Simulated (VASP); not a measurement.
# MgO (I4/mmm) in VASP: notebook

MgO is run at these levels: r2SCAN; tasks: single point.

Everything below comes from runs of VASP 6.6.1. Logs are shortened: lines on timing, memory, paths and dates and some standing lists are left out, and cuts for length are marked.

### 1 The cell of the first run

The structure is tetragonal, space group I4/mmm (No. 139). Conventional cell: a = 3.062 Å, b = 3.062 Å, c = 4.133 Å, α = 90.00°, β = 90.00°, γ = 90.00°. Mg (site symmetry 4/mmm) has 6 O at 2.07 to 2.17 Å within 2.7 Å. Within 2.7 Å of O (site symmetry 4/mmm) lie 6 Mg at 2.07 to 2.17 Å.

### 2 Single point, r2SCAN

Input file POSCAR:

```
MgO
1.0
    2.1652669820      2.1652669820      0.0000000000
   -2.1652669820      2.1652669820      0.0000000000
    0.0000000000      0.0000000000      4.1333496661
Mg O
2 2
Direct
    0.0000000000      0.0000000000      0.0000000000
    0.5000000000      0.5000000000      0.5000000000
    0.5000000000      0.5000000000      0.0000000000
    0.0000000000      0.0000000000      0.5000000000
```

Input file INCAR.step1:

```
SYSTEM = MgO
ALGO = Normal ; EDIFF = 1E-5
ENCUT = 920 ; GGA = PE
GGA_COMPAT = .False. ; ISMEAR = 0
LASPH = .True. ; LCHARG = .False.
LREAL = .False. ; LWAVE = .True.
NBANDS = 24 ; NELM = 120
PREC = Accurate ; SIGMA = 0.02
```

Input file INCAR.step2:

```
SYSTEM = MgO
ALGO = Normal ; EDIFF = 1E-6
ENCUT = 920 ; GGA_COMPAT = .False.
ISIF = 2 ; ISMEAR = 0
ISTART = 1 ; LASPH = .True.
LCHARG = .False. ; LMIXTAU = .True.
LREAL = .False. ; LWAVE = .False.
METAGGA = R2SCAN ; NBANDS = 24
NELM = 120 ; PREC = Accurate
SIGMA = 0.02
```

Input file KPOINTS:

```
k-points
0
Gamma
  8 8 6
  0 0 0
```

Potentials or basis: VASP PAW PBE potentials, release 64 (Mg_sv, O).

Started as:

```
> cat potpaw_PBE.64/Mg_sv/POTCAR potpaw_PBE.64/O/POTCAR > POTCAR
> cp INCAR.step1 INCAR
> mpirun -np 1 vasp_std > vasp.out
> cp INCAR.step2 INCAR
> mpirun -np 1 vasp_std > vasp.out
```

OUTCAR:

```text
SYSTEM = MgO
   EDIFF = 1E-6
   ENCUT = 920
   ISIF = 2
   ISMEAR = 0
   ISTART = 1
   LASPH = .True.
   LREAL = .False.
   METAGGA = R2SCAN
   NELM = 120
   PREC = Accurate

 ion  position               nearest neighbor table
   1  0.000  0.000  0.000-   4 2.07   4 2.07
   2  0.500  0.500  0.500-   3 2.07   3 2.07
   3  0.500  0.500  0.000-   2 2.07   2 2.07
   4  0.000  0.000  0.500-   1 2.07   1 2.07

  LATTYP: Found a simple tetragonal cell.
 ALAT       =     3.0621499321
 C/A-ratio  =     1.3498194921

  Lattice vectors:

 A1 = (   2.1652669820,   2.1652669820,   0.0000000000)
 A2 = (  -2.1652669820,   2.1652669820,   0.0000000000)
 A3 = (   0.0000000000,   0.0000000000,   4.1333496661)

Analysis of symmetry for initial positions (statically):
=====================================================================
 Subroutine PRICEL returns following result:

  LATTYP: Found a body centered tetragonal cell.
 ALAT       =     3.0621499321
 C/A-ratio  =     1.3498194921

  Lattice vectors:

 A1 = (   0.0000000000,  -2.1652669820,  -2.0666748331)
 A2 = (   0.0000000000,   2.1652669820,  -2.0666748330)
 A3 = (   2.1652669820,   0.0000000000,   2.0666748331)

   2 primitive cells build up your supercell.

 Routine SETGRP: Setting up the symmetry group for a
 simple tetragonal supercell.

 Subroutine GETGRP returns: Found 16 space group operations
 (whereof 16 operations were pure point group operations)
 out of a pool of 16 trial point group operations.

The static configuration has the point symmetry D_4h.

Analysis of symmetry for dynamics (positions and initial velocities):
=====================================================================
 Subroutine PRICEL returns following result:

  LATTYP: Found a body centered tetragonal cell.
 ALAT       =     3.0621499321
 C/A-ratio  =     1.3498194921

  Lattice vectors:

 A1 = (   0.0000000000,  -2.1652669820,  -2.0666748331)
 A2 = (   0.0000000000,   2.1652669820,  -2.0666748330)
 A3 = (   2.1652669820,   0.0000000000,   2.0666748331)

   2 primitive cells build up your supercell.

 Routine SETGRP: Setting up the symmetry group for a
 simple tetragonal supercell.

 Subroutine GETGRP returns: Found 16 space group operations
 (whereof 16 operations were pure point group operations)
 out of a pool of 16 trial point group operations.

The dynamic configuration has the point symmetry D_4h.

 Subroutine INISYM returns: Found 16 space group operations
 (whereof 16 operations are pure point group operations),
 and found     2 'primitive' translations

----------------------------------------------------------------------------------------

                                     Primitive cell

  volume of cell :      19.3787

  direct lattice vectors                    reciprocal lattice vectors
     0.000000000 -2.165266982 -2.066674833     0.230918406 -0.230918406 -0.241934528
     0.000000000  2.165266982 -2.066674833     0.230918406  0.230918406 -0.241934528
     2.165266982  0.000000000  2.066674833     0.461836812  0.000000000  0.000000000

  length of vectors
     2.993246727  2.993246727  2.993246727     0.406422116  0.406422116  0.461836812

  position of ions in fractional coordinates (direct lattice)
     0.000000000  0.000000000  0.000000000
     0.500000000  0.500000000  0.000000000

  ion indices of the primitive-cell ions
   primitive index   ion index
                 1           1
                 2           4

----------------------------------------------------------------------------------------

 KPOINTS: k-points

Automatic generation of k-mesh.
 Grid dimensions read from file:
 generate k-points for:    8    8    6

 Generating k-lattice:

  Cartesian coordinates                     Fractional coordinates (reciprocal lattice)
     0.028864801  0.028864801  0.000000000     0.125000000  0.000000000  0.000000000
    -0.028864801  0.028864801  0.000000000     0.000000000  0.125000000  0.000000000
     0.000000000  0.000000000  0.040322421     0.000000000  0.000000000  0.166666667

  Length of vectors
     0.040820993  0.040820993  0.040322421

  Shift w.r.t. Gamma in fractional coordinates (k-lattice)
     0.000000000  0.000000000  0.000000000

 Subroutine IBZKPT returns following result:
 ===========================================

 Found     60 irreducible k-points:

 Following reciprocal coordinates:
            Coordinates               Weight
  0.000000  0.000000  0.000000      1.000000
  0.125000  0.000000  0.000000      4.000000
  0.250000  0.000000  0.000000      4.000000
  0.375000  0.000000  0.000000      4.000000
  0.500000  0.000000  0.000000      2.000000
  0.125000  0.125000  0.000000      4.000000
[... 16 lines left out ...]
  0.375000  0.125000  0.166667     16.000000
  0.500000  0.125000  0.166667      8.000000
 [... further k-points ...]
   k-points           NKPTS =     60   k-points in BZ     NKDIM =     60   number of bands    NBANDS=     24
   number of dos      NEDOS =    301   number of ions     NIONS =      4
   total plane-waves  NPLWV =  37800
   dimension x,y,z NGX =    30 NGY =   30 NGZ =   42
   dimension x,y,z NGXF=    60 NGYF=   60 NGZF=   84
   ions per type =               2   2
   NGX,Y,Z   is equivalent  to a cutoff of  16.29, 16.29, 16.89 a.u.
   NGXF,Y,Z  is equivalent  to a cutoff of  32.57, 32.57, 33.79 a.u.
 SYSTEM =  MgO
   PREC   = accura    normal or accurate (medium, high low for compatibility)
   ISTART =      1    job   : 0-new  1-cont  2-samecut
   ICHARG =      0    charge: 1-file 2-atom 10-const
   ISPIN  =      1    spin polarized calculation?
   LNONCOLLINEAR =      F non collinear calculations
   LSORBIT =      F    spin-orbit coupling
   LASPH  =      T    aspherical Exc in radial PAW
   ENCUT  =  920.0 eV  67.62 Ry    8.22 a.u.   7.57  7.57 10.22*2*pi/ulx,y,z
   NELM   =    120;   NELMIN=  2; NELMDL=  0     # of ELM steps
   EDIFF  = 0.1E-05   stopping-criterion for ELM
   LREAL  =      F    real-space projection
   EDIFFG = 0.1E-04   stopping-criterion for IOM
   NSW    =      0    number of steps for IOM
   IBRION =     -1    ionic relax: 0-MD 1-quasi-New 2-CG
   NFREE  =      0    steps in history (QN), initial steepest desc. (CG)
   ISIF   =      2    stress and relaxation
   ISYM   =      2    0-nonsym 1-usesym 2-fastsym
   POTIM  = 0.5000    time-step for ionic-motion
   TEBEG  =    0.0;   TEEND  =   0.0 temperature during run
   PSTRESS=    0.0 pullay stress
   NELECT =      32.0000    total number of electrons
   NUPDOWN=      -1.0000    fix difference up-down
   EMIN   =  10.00;   EMAX   =-10.00  energy-range for DOS
   EFERMI =   0.00;   METHOD = LEGACY
   ISMEAR =     0;   SIGMA  =   0.02  broadening in eV -4-tet -1-fermi 0-gaus
   EFERMI_NEDOS =   21; number of points for ismear=-14 and -15
   IALGO  =     38    algorithm
   IMIX   =      4    mixing-type and parameters
     AMIX     =   0.40;   BMIX     =  1.00
     AMIX_MAG =   1.60;   BMIX_MAG =  1.00
  volume/ion in A,a.u.               =       9.69        65.39
  Fermi-wavevector in a.u.,A,eV,Ry     =   1.535818  2.902276 32.092572  2.358738
  Thomas-Fermi vector in A             =   2.642554
   LORBIT       =      0    0 simple, 1 ext, 2 COOP (PROOUT), +10 PAW based schemes
   METAGGA = R2SCAN    functional components
   LHFCALC =     F    Hartree Fock is set to
   AEXX    =    0.0000 exact exchange contribution
   IVDW    =     0    specifies the selected vdW correction
   LEPSILON=     F    determine dielectric tensor
   LRPA    =     F    only Hartree local field effects (RPA)
 non-spin polarized calculation
 Gauss-broadening in eV      SIGMA  =   0.02
  energy-cutoff  :      920.00
  volume of cell :       38.76
 maximum number of plane-waves:      2484
   NGX = 15   NGY = 15   NGZ = 21

 number of electron      32.0000015 magnetization

 Free energy of the ion-electron system (eV)
  ---------------------------------------------------
  ext. energy  EPLUGINS =         0.00000000
  ---------------------------------------------------
  free energy    TOTEN  =       -32.25420721 eV

  energy without entropy =      -32.25420721  energy(sigma->0) =      -32.25420721

 E-fermi :   2.3935     XC(G=0): -11.8357

 val. band max:        2.2865416992   @ k =   0.0000   0.0000   0.0000
 cond. band min:       7.5217906719   @ k =   0.0000   0.0000   0.0000
 fundamental gap:      5.2352489727
 Fermi energy:         2.3935495403

 k-point     1 :       0.0000    0.0000    0.0000
  band No.  band energies     occupation
      1     -72.8462      2.00000
      2     -72.8364      2.00000
      3     -37.9767      2.00000
      4     -37.9745      2.00000
      5     -37.9745      2.00000
      6     -37.9466      2.00000
[... 16 lines left out ...]
     23      19.2424      0.00000
     24      21.7832      0.00000

 k-point     2 :       0.1250    0.0000    0.0000
  band No.  band energies     occupation
      1     -72.8457      2.00000
      2     -72.8365      2.00000
      3     -37.9782      2.00000
      4     -37.9739      2.00000
      5     -37.9728      2.00000
      6     -37.9525      2.00000
[... 16 lines left out ...]
     23      19.4149      0.00000
     24      21.4455      0.00000

 k-point     3 :       0.2500    0.0000    0.0000
  band No.  band energies     occupation
      1     -72.8440      2.00000
      2     -72.8369      2.00000
      3     -37.9866      2.00000
      4     -37.9684      2.00000
      5     -37.9671      2.00000
      6     -37.9662      2.00000
[... 16 lines left out ...]
     23      19.7832      0.00000
     24      20.9236      0.00000
[... 514 lines left out ...]
 k-point    23 :       0.3750    0.1250    0.1667
  band No.  band energies     occupation
      1     -72.8410      2.00000
      2     -72.8379      2.00000
      3     -37.9971      2.00000
      4     -37.9888      2.00000
      5     -37.9660      2.00000
      6     -37.9556      2.00000
[... 16 lines left out ...]
     23      19.6672      0.00000
     24      20.2119      0.00000

 k-point    24 :       0.5000    0.1250    0.1667
  band No.  band energies     occupation
      1     -72.8392      2.00000
      2     -72.8392      2.00000
      3     -37.9978      2.00000
      4     -37.9978      2.00000
      5     -37.9598      2.00000
      6     -37.9598      2.00000
[... 16 lines left out ...]
     23      19.9993      0.00000
     24      19.9993      0.00000

 [... further k-points ...]

------------------------ aborting loop because EDIFF is reached ----------------------------------------

  FORCE on cell =-STRESS in cart. coord.  units (eV):
  Direction    XX          YY          ZZ          XY          YZ          ZX
  --------------------------------------------------------------------------------------
  -------------------------------------------------------------------------------------
  Total       -1.9780223     -1.9780223      0.1879924      0.0000000      0.0000000     -0.0000000
  in kB      -81.7686304    -81.7686304      7.7713405      0.0000000      0.0000000     -0.0000000
  external PRESSURE =     -51.9219735 kB  Pullay stress =       0.0000000 kB

 VOLUME and BASIS-vectors are now :
 -----------------------------------------------------------------------------
  energy-cutoff  :      920.00
  volume of cell :       38.76
      direct lattice vectors                 reciprocal lattice vectors
     2.165266982  2.165266982  0.000000000     0.230918406  0.230918406  0.000000000
    -2.165266982  2.165266982  0.000000000    -0.230918406  0.230918406  0.000000000
     0.000000000  0.000000000  4.133349666     0.000000000  0.000000000  0.241934528

 POSITION                                       TOTAL-FORCE (eV/Angst)
 -----------------------------------------------------------------------------------
      0.00000      0.00000      0.00000         0.000000     -0.000000      0.000000
      0.00000      2.16527      2.06667        -0.000000      0.000000     -0.000000
      0.00000      2.16527      0.00000         0.000000      0.000000      0.000000
      0.00000      0.00000      2.06667         0.000000     -0.000000      0.000000
 -----------------------------------------------------------------------------------
    total drift:                               -0.000000      0.000000      0.000000

  FREE ENERGIE OF THE ION-ELECTRON SYSTEM (eV)
  ---------------------------------------------------
  free  energy   TOTEN  =       -32.2542072079 eV

  energy  without entropy=      -32.2542072079  energy(sigma->0) =      -32.25420721
```

Run time: 8.1 min. Hardware: 1 thread of Intel Xeon Platinum 8259CL at 2.50GHz (Skylake/Cascade Lake), shared host; peak memory 0.26 GiB.

Results:

```
Free energy            : -32.2542 eV
Pressure               : -5.2 GPa
Band gap on the k mesh : 5.24 eV
```

Caveat: the stress differs along the axes, from -8 to 1 GPa; the PAW data sets were made with another functional, which shifts forces and pressure a little.

(Part 1 of 2 ends here.)
